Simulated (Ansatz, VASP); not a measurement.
**One calculation of Be, two programs**

INCAR

```
SYSTEM = Be
  PREC = Accurate
  ENCUT = 600
  EDIFF = 1E-6
  ISMEAR = 1
  SIGMA = 0.05
  LREAL = .FALSE.
  LASPH = .TRUE.
  NELM = 120
  ALGO = Normal
  ISIF = 2
  LWAVE = .FALSE.
  LCHARG = .TRUE.
  GGA = PS
  IVDW = 12
  LELF = .TRUE.
  LVHAR = .TRUE.
  NBANDS = 7
  GGA_COMPAT = .FALSE.
```

Contents of KPOINTS:

```
Automatic mesh
0
G
  15 15 15
  0 0 0
```

File POSCAR:

```
Be
1.0
   -1.2531209500      1.2531209500      1.2531209500
    1.2531209500     -1.2531209500      1.2531209500
    1.2531209500      1.2531209500     -1.2531209500
Be
1
Direct
    0.0000000000      0.0000000000      0.0000000000
```

Contents of input.yaml:

```yaml
crystal:
  lattice: { a: 2.5062419, b: 2.5062419, c: 2.5062419, alpha: 90.0, beta: 90.0, gamma: 90.0 }
  space_group: 229
  reduce_to_primitive: true
  atoms:
    - { symbol: Be, wyckoff: "2a", position: [0.0, 0.0, 0.0] }
hamiltonian:
  xc: pbesol
  pseudopotentials: { kind: paw, source: ansatz }
  dispersion: d3bj
kpoints:
  mp_grid: { grid: [15, 15, 15] }
scf:
  occupations: { method: cold, width: 0.05 }
  n_extra_bands: 6
output:
  forces: true
  stress: true
  eigenvalues: true
  dos: { projected: false, de: 0.05, nscf_kmesh: { grid: [23, 23, 23] } }
```

Alike in both runs: functional PBEsol; dispersion D3(BJ); k mesh 15 × 15 × 15; no spin polarisation.

|  | VASP | Ansatz |
| --- | --- | --- |
| version | VASP 6.6.1 | Ansatz 0.2.0 |
| potentials or method | VASP PAW PBE potentials, release 64 (Be) | Ansatz PAW earlier set |
| plane-wave cutoff (eV) | 600 | 960 |
| occupations | methfessel-paxton of order 1, width 0.05 eV | cold, width 0.05 eV |
| valence electrons in the cell | 2 | 4 |
| task | single point | density of states |

```csv
,VASP,Ansatz,Ansatz less VASP
gap on the k mesh at the Fermi level (eV),none,none,-
pressure (GPa),-7.2,-7.6,-0.44
```

VASP's potentials were made for PBE, not for PBEsol. A gap of «none» marks a metal or a gap that the smearing closes. VASP's potentials hold 2 valence electrons a cell and Ansatz's 4, so a difference there can come from the potentials and not from the codes.
